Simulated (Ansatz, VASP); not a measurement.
## Two plane-wave programs on HfO2

The input POSCAR:

```
HfO2
1.0
    0.0000000000      2.5575000000      2.5575000000
    2.5575000000      0.0000000000      2.5575000000
    2.5575000000      2.5575000000      0.0000000000
Hf O
1 2
Direct
   -0.0015176402     -0.0015176402     -0.0015176402
    0.2584655465      0.2584655465      0.2584655465
    0.7584655465      0.7584655465      0.7584655465
```

The input INCAR.step1:

```
SYSTEM = HfO2
PREC = Accurate
ENCUT = 520
ISMEAR = 0
SIGMA = 0.05
LREAL = .FALSE.
LASPH = .TRUE.
NELM = 100
NBANDS = 18
GGA = PE
ALGO = Normal
EDIFF = 1E-4
LWAVE = .TRUE.
LCHARG = .FALSE.
```

File INCAR.step2:

```
SYSTEM = HfO2
PREC = Accurate
ENCUT = 520
EDIFF = 1E-6
ISMEAR = 0
SIGMA = 0.05
LREAL = .FALSE.
LASPH = .TRUE.
NELM = 100
ALGO = Normal
ISIF = 2
LWAVE = .FALSE.
LCHARG = .FALSE.
METAGGA = R2SCAN
LMIXTAU = .TRUE.
NBANDS = 18
ISTART = 1
```

Contents of KPOINTS:

```
regular mesh
0
G
  8 8 8
  0 0 0
```

Input for Ansatz:

```yaml
crystal:
  lattice:
    - [0.0, 2.5575, 2.5575]
    - [2.5575, 0.0, 2.5575]
    - [2.5575, 2.5575, 0.0]
  atoms:
    - { symbol: Hf, position: [-0.0015176402, -0.0015176402, -0.0015176402] }
    - { symbol: O, position: [0.2584655465, 0.2584655465, 0.2584655465] }
    - { symbol: O, position: [0.7584655465, 0.7584655465, 0.7584655465] }
basis:
  ecutwfc: 500
kpoints:
  mp_grid: { grid: [8, 8, 8] }
hamiltonian:
  xc: r2scan
scf:
  occupations: { method: gaussian, width: 0.05 }
output:
  forces: true
  stress: true
  eigenvalues: true
  write_density: true
  write_potential: true
  elf: true
  volumetric_format: npy
```

Change from the starting cell: mode 4 (202.9 1/cm) frozen in, largest displacement +0.075 Å.

Alike in both runs: task single point; functional r2SCAN; k mesh 8 × 8 × 8; occupations gaussian, width 0.05 eV; no spin polarisation.

|  | VASP | Ansatz |
| --- | --- | --- |
| version | VASP 6.6.1 | Ansatz 0.2.0 |
| potentials or method | VASP PAW PBE potentials, release 64 (Hf_pv, O), cutoff 520 eV | scalar-relativistic, plane waves, PAW |
| valence electrons in the cell | 22 | 38 |

VASP gave:

- gap on the k mesh at the Fermi level (eV): 4.24
- least direct gap on the mesh (eV): 4.24
- pressure (GPa): -11.2
- traceless stress, the component that is largest in VASP (GPa): 0.44
- rms of the force components (eV/Å): 0.150

Task: Estimate Ansatz's values.

Result: gap on the k mesh at the Fermi level (eV): 4.24; least direct gap on the mesh (eV): 4.24; pressure (GPa): -7.6; traceless stress, the component that is largest in VASP (GPa): 0.45; rms of the force components (eV/Å): 0.167.

VASP's potentials were made for PBE, not for r2SCAN. Atom by atom the forces differ by 0.018 eV/Å (rms over components). VASP's potentials hold 22 valence electrons a cell and Ansatz's 38, so a difference there can come from the potentials and not from the codes.

Neither program's run includes spin-orbit coupling.
